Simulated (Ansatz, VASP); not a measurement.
**CdS: VASP beside Ansatz**

```xyz
2
Lattice="0.0000 3.0213 3.0213 3.0213 0.0000 3.0213 3.0213 3.0213 0.0000" Properties=species:S:1:pos:R:3 pbc="T T T"
Cd    0.0000    0.0000    0.0000
S     1.5107    1.5107    1.5107
```

Alike in both runs: task single point; functional PBE; k mesh 8 × 8 × 8; occupations gaussian, width 0.02 eV; no spin polarisation.

```csv
,VASP,Ansatz
version,VASP 6.6.1,Ansatz 0.2.0
potentials or method,"VASP PAW PBE potentials, release 64 (Cd, S), cutoff 520 eV","scalar-relativistic, plane waves, PAW"
valence electrons in the cell,18,26
```

|  | VASP | Ansatz | Ansatz less VASP |
| --- | --- | --- | --- |
| gap on the k mesh at the Fermi level (eV) | 0.91 | 0.91 | 0.000 |
| least direct gap on the mesh (eV) | 0.91 | 0.91 | 0.000 |
| pressure (GPa) | -2.5 | -2.7 | -0.22 |

VASP's potentials hold 18 valence electrons a cell and Ansatz's 26, so a difference there can come from the potentials and not from the codes.
